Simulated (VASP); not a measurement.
# TaN (P4/mmm) in VASP: single point with PBE

Aim: the single point of TaN with PBE.

All numbers are computed with VASP 6.6.1; they aren't measurements. Logs are shortened: lines on timing, memory, paths and dates and some standing lists are left out, and cuts for length are marked.

## (1) The cell of the first run

Symmetry: P4/mmm, No. 123, tetragonal system. Conventional cell: a = 2.957 Å, b = 2.957 Å, c = 2.830 Å, α = 90.00°, β = 90.00°, γ = 90.00°. Ta (site symmetry 4/mmm) has 8 N at 2.52 Å and 6 Ta at 2.83 to 2.96 Å within 3.3 Å. Within 3.3 Å of N (site symmetry 4/mmm) lie 8 Ta at 2.52 Å and 6 N at 2.83 to 2.96 Å.

## (2) Single point, PBE, collinear spin

Contents of INCAR:

```
ALGO = Normal ; EDIFF = 1E-6
ENCUT = 600 ; GGA = PE
GGA_COMPAT = F ; ISIF = 2
ISMEAR = 0 ; ISPIN = 2
LASPH = T ; LCHARG = F
LMAXMIX = 4 ; LORBIT = 11
LREAL = F ; LWAVE = F
MAGMOM = 0.65 0 ; NBANDS = 19
NELM = 200 ; PREC = Accurate
SIGMA = 0.1
```

Contents of KPOINTS:

```
k-points
0
Gamma
  4 4 4
```

Contents of POSCAR:

```
TaN
1.0
    2.9566000000      0.0000000000      0.0000000000
    0.0000000000      2.9566000000      0.0000000000
    0.0000000000      0.0000000000      2.8299300000
Ta N
1 1
Direct
    0.0000000000      0.0000000000      0.0000000000
    0.5000000000      0.5000000000      0.5000000000
```

Potentials or basis: VASP PAW PBE potentials, release 64 (Ta_pv, N).

The run is started by

```bash
> cat potpaw_PBE.64/Ta_pv/POTCAR potpaw_PBE.64/N/POTCAR > POTCAR
> mpirun -np 1 vasp_std > vasp.out
```

OUTCAR:

```text
EDIFF = 1E-6
   ENCUT = 600
   GGA = PE
   ISIF = 2
   ISMEAR = 0
   ISPIN = 2
   LASPH = T
   LORBIT = 11
   LREAL = F
   NELM = 200
   PREC = Accurate

 ion  position               nearest neighbor table
   1  0.000  0.000  0.000-   2 2.52   2 2.52   2 2.52   2 2.52   2 2.52   2 2.52   2 2.52   2 2.52

   2  0.500  0.500  0.500-   1 2.52   1 2.52   1 2.52   1 2.52   1 2.52   1 2.52   1 2.52   1 2.52

  LATTYP: Found a simple tetragonal cell.
 ALAT       =     2.9566000000
 C/A-ratio  =     0.9571568694

  Lattice vectors:

 A1 = (   2.9566000000,   0.0000000000,   0.0000000000)
 A2 = (   0.0000000000,   2.9566000000,   0.0000000000)
 A3 = (   0.0000000000,   0.0000000000,   2.8299300000)

Analysis of symmetry for initial positions (statically):
=====================================================================
 Subroutine PRICEL returns:
 Original cell was already a primitive cell.

 Routine SETGRP: Setting up the symmetry group for a
 simple tetragonal supercell.

 Subroutine GETGRP returns: Found 16 space group operations
 (whereof 16 operations were pure point group operations)
 out of a pool of 16 trial point group operations.

The static configuration has the point symmetry D_4h.

Analysis of symmetry for dynamics (positions and initial velocities):
=====================================================================
 Subroutine PRICEL returns:
 Original cell was already a primitive cell.

 Routine SETGRP: Setting up the symmetry group for a
 simple tetragonal supercell.

 Subroutine GETGRP returns: Found 16 space group operations
 (whereof 16 operations were pure point group operations)
 out of a pool of 16 trial point group operations.

The dynamic configuration has the point symmetry D_4h.

Analysis of structural, dynamic, and magnetic symmetry:
=====================================================================
 Subroutine PRICEL returns:
 Original cell was already a primitive cell.

 Routine SETGRP: Setting up the symmetry group for a
 simple tetragonal supercell.

 Subroutine GETGRP returns: Found 16 space group operations
 (whereof 16 operations were pure point group operations)
 out of a pool of 16 trial point group operations.

The overall configuration has the point symmetry D_4h.

 Subroutine INISYM returns: Found 16 space group operations
 (whereof 16 operations are pure point group operations),
 and found     1 'primitive' translations

----------------------------------------------------------------------------------------

                                     Primitive cell

  volume of cell :      24.7378

  direct lattice vectors                    reciprocal lattice vectors
     2.956600000  0.000000000  0.000000000     0.338226341  0.000000000  0.000000000
     0.000000000  2.956600000  0.000000000     0.000000000  0.338226341  0.000000000
     0.000000000  0.000000000  2.829930000     0.000000000  0.000000000  0.353365631

  length of vectors
     2.956600000  2.956600000  2.829930000     0.338226341  0.338226341  0.353365631

  position of ions in fractional coordinates (direct lattice)
     0.000000000  0.000000000  0.000000000
     0.500000000  0.500000000  0.500000000

  ion indices of the primitive-cell ions
   primitive index   ion index
                 1           1
                 2           2

----------------------------------------------------------------------------------------

 KPOINTS: k-points

Automatic generation of k-mesh.
 Grid dimensions read from file:
 generate k-points for:    4    4    4

 Generating k-lattice:

  Cartesian coordinates                     Fractional coordinates (reciprocal lattice)
     0.084556585  0.000000000  0.000000000     0.250000000  0.000000000  0.000000000
     0.000000000  0.084556585  0.000000000     0.000000000  0.250000000  0.000000000
     0.000000000  0.000000000  0.088341408     0.000000000  0.000000000  0.250000000

  Length of vectors
     0.084556585  0.084556585  0.088341408

  Shift w.r.t. Gamma in fractional coordinates (k-lattice)
     0.000000000  0.000000000  0.000000000

 Subroutine IBZKPT returns following result:
 ===========================================

 Found     18 irreducible k-points:

 Following reciprocal coordinates:
            Coordinates               Weight
  0.000000  0.000000  0.000000      1.000000
  0.250000  0.000000  0.000000      4.000000
  0.500000  0.000000  0.000000      2.000000
  0.250000  0.250000  0.000000      4.000000
  0.500000  0.250000  0.000000      4.000000
  0.500000  0.500000  0.000000      1.000000
[... 10 lines left out ...]
  0.500000  0.250000  0.500000      4.000000
  0.500000  0.500000  0.500000      1.000000
   k-points           NKPTS =     18   k-points in BZ     NKDIM =     18   number of bands    NBANDS=     19
   number of dos      NEDOS =    301   number of ions     NIONS =      2
   total plane-waves  NPLWV =  13824
   dimension x,y,z NGX =    24 NGY =   24 NGZ =   24
   dimension x,y,z NGXF=    48 NGYF=   48 NGZF=   48
   ions per type =               1   1
   NGX,Y,Z   is equivalent  to a cutoff of  13.49, 13.49, 14.10 a.u.
   NGXF,Y,Z  is equivalent  to a cutoff of  26.99, 26.99, 28.20 a.u.
 SYSTEM =  unknown system
   PREC   = accura    normal or accurate (medium, high low for compatibility)
   ISTART =      0    job   : 0-new  1-cont  2-samecut
   ICHARG =      2    charge: 1-file 2-atom 10-const
   ISPIN  =      2    spin polarized calculation?
   LNONCOLLINEAR =      F non collinear calculations
   LSORBIT =      F    spin-orbit coupling
   LASPH  =      T    aspherical Exc in radial PAW
   ENCUT  =  600.0 eV  44.10 Ry    6.64 a.u.   5.91  5.91  5.65*2*pi/ulx,y,z
   NELM   =    200;   NELMIN=  2; NELMDL= -5     # of ELM steps
   EDIFF  = 0.1E-05   stopping-criterion for ELM
   LREAL  =      F    real-space projection
   EDIFFG = 0.1E-04   stopping-criterion for IOM
   NSW    =      0    number of steps for IOM
   IBRION =     -1    ionic relax: 0-MD 1-quasi-New 2-CG
   NFREE  =      0    steps in history (QN), initial steepest desc. (CG)
   ISIF   =      2    stress and relaxation
   ISYM   =      2    0-nonsym 1-usesym 2-fastsym
   POTIM  = 0.5000    time-step for ionic-motion
   TEBEG  =    0.0;   TEEND  =   0.0 temperature during run
   PSTRESS=    0.0 pullay stress
   NELECT =      16.0000    total number of electrons
   NUPDOWN=      -1.0000    fix difference up-down
   EMIN   =  10.00;   EMAX   =-10.00  energy-range for DOS
   EFERMI =   0.00;   METHOD = LEGACY
   ISMEAR =     0;   SIGMA  =   0.10  broadening in eV -4-tet -1-fermi 0-gaus
   EFERMI_NEDOS =   21; number of points for ismear=-14 and -15
   IALGO  =     38    algorithm
   IMIX   =      4    mixing-type and parameters
     AMIX     =   0.40;   BMIX     =  1.00
     AMIX_MAG =   1.60;   BMIX_MAG =  1.00
  volume/ion in A,a.u.               =      12.37        83.47
  Fermi-wavevector in a.u.,A,eV,Ry     =   1.415776  2.675429 27.271813  2.004422
  Thomas-Fermi vector in A             =   2.537179
   LORBIT       =     11    0 simple, 1 ext, 2 COOP (PROOUT), +10 PAW based schemes
   GGA     = PE    functional components
   LHFCALC =     F    Hartree Fock is set to
   AEXX    =    0.0000 exact exchange contribution
   IVDW    =     0    specifies the selected vdW correction
   LEPSILON=     F    determine dielectric tensor
   LRPA    =     F    only Hartree local field effects (RPA)
 spin polarized calculation
 Gauss-broadening in eV      SIGMA  =   0.10
  energy-cutoff  :      600.00
  volume of cell :       24.74
 maximum number of plane-waves:       844
 NGX is ok and might be reduce to    24
   NGX = 11   NGY = 11   NGZ = 11

 number of electron      16.0000001 magnetization       0.4419025

 Free energy of the ion-electron system (eV)
  ---------------------------------------------------
  ext. energy  EPLUGINS =         0.00000000
  ---------------------------------------------------
  free energy    TOTEN  =       -19.82970150 eV

  energy without entropy =      -19.82121877  energy(sigma->0) =      -19.82546014

 E-fermi :   7.0908     XC(G=0): -12.6693

 val. band max:        7.0766894755   @ k =   0.5000   0.2500   0.2500
 cond. band min:       7.1112438311   @ k =   0.0000   0.0000   0.2500
 fundamental gap:      0.0345543556
 Fermi energy:         7.0907886803

 spin component 1

 k-point     1 :       0.0000    0.0000    0.0000
  band No.  band energies     occupation
      1     -28.3387      1.00000
      2     -28.3387      1.00000
      3     -28.1578      1.00000
      4      -9.4404      1.00000
      5       3.2211      1.00000
      6       3.2868      1.00000
[... 11 lines left out ...]
     18      25.2260      0.00000
     19      26.1355      0.00000
[... 353 lines left out ...]
 k-point    18 :       0.5000    0.5000    0.5000
  band No.  band energies     occupation
      1     -28.8853      1.00000
      2     -28.7501      1.00000
      3     -28.7501      1.00000
      4      -6.2482      1.00000
      5      -0.1095      1.00000
      6      -0.1095      1.00000
[... 11 lines left out ...]
     18      29.6070      0.00000
     19      29.6093      0.00000
 Fermi energy:         7.0907886803

 spin component 2

 k-point     1 :       0.0000    0.0000    0.0000
  band No.  band energies     occupation
      1     -28.1271      1.00000
      2     -28.1271      1.00000
      3     -27.9623      1.00000
      4      -9.4214      1.00000
      5       3.6720      1.00000
      6       3.7785      1.00000
[... 11 lines left out ...]
     18      25.4120      0.00000
     19      26.3499      0.00000
[... 353 lines left out ...]
 k-point    18 :       0.5000    0.5000    0.5000
  band No.  band energies     occupation
      1     -28.6739      1.00000
      2     -28.5255      1.00000
      3     -28.5255      1.00000
      4      -6.3052      1.00000
      5      -0.0251      1.00000
      6      -0.0251      1.00000
[... 11 lines left out ...]
     18      29.6811      0.00000
     19      29.6811      0.00000

------------------------ aborting loop because EDIFF is reached ----------------------------------------

  FORCE on cell =-STRESS in cart. coord.  units (eV):
  Direction    XX          YY          ZZ          XY          YZ          ZX
  --------------------------------------------------------------------------------------
  -------------------------------------------------------------------------------------
  Total       -6.4271967     -6.4271967     -2.0041016      0.0000000     -0.0000000      0.0000000
  in kB     -416.2663797   -416.2663797   -129.7984409      0.0000000     -0.0000000      0.0000000
  external PRESSURE =    -320.7770667 kB  Pullay stress =       0.0000000 kB

 VOLUME and BASIS-vectors are now :
 -----------------------------------------------------------------------------
  energy-cutoff  :      600.00
  volume of cell :       24.74
      direct lattice vectors                 reciprocal lattice vectors
     2.956600000  0.000000000  0.000000000     0.338226341  0.000000000  0.000000000
     0.000000000  2.956600000  0.000000000     0.000000000  0.338226341  0.000000000
     0.000000000  0.000000000  2.829930000     0.000000000  0.000000000  0.353365631

 POSITION                                       TOTAL-FORCE (eV/Angst)
 -----------------------------------------------------------------------------------
      0.00000      0.00000      0.00000         0.000000      0.000000      0.000000
      1.47830      1.47830      1.41497         0.000000      0.000000      0.000000
 -----------------------------------------------------------------------------------
    total drift:                                0.000000      0.000000     -0.000000

  FREE ENERGIE OF THE ION-ELECTRON SYSTEM (eV)
  ---------------------------------------------------
  free  energy   TOTEN  =       -19.8297014981 eV

  energy  without entropy=      -19.8212187722  energy(sigma->0) =      -19.82546014

 total charge

# of ion       s       p       d       tot
------------------------------------------
    1        0.263   6.136   2.287   8.685
    2        1.235   2.305   0.000   3.541
--------------------------------------------------
tot          1.498   8.441   2.287  12.226

 magnetization (x)

# of ion       s       p       d       tot
------------------------------------------
    1        0.012   0.022   0.323   0.357
    2       -0.001  -0.028   0.000  -0.029
--------------------------------------------------
tot          0.012  -0.006   0.323   0.329
```

It took 11 s on 1 thread of Intel Xeon 8259CL, shared host; peak memory 0.16 GiB.

Results:

| Item | Value |
| --- | --- |
| Free energy | -19.8297 eV |
| Pressure | -32.1 GPa |
| Net moment | 0.44 μB per cell |
| Site moments | Ta +0.36; N -0.03 μB |
| Valence electrons inside the program's atomic spheres | Ta 8.69; N 3.54 |

Stress tensor (GPa, compression positive):
```
-41.63   0.00   0.00
  0.00 -41.63   0.00
  0.00   0.00 -12.98
```

Caveat: the k points lie up to 0.56 Å⁻¹ apart; a moment this small can come from the mesh or the smearing; spin-orbit coupling is left out, which moves the levels of the heavy elements.
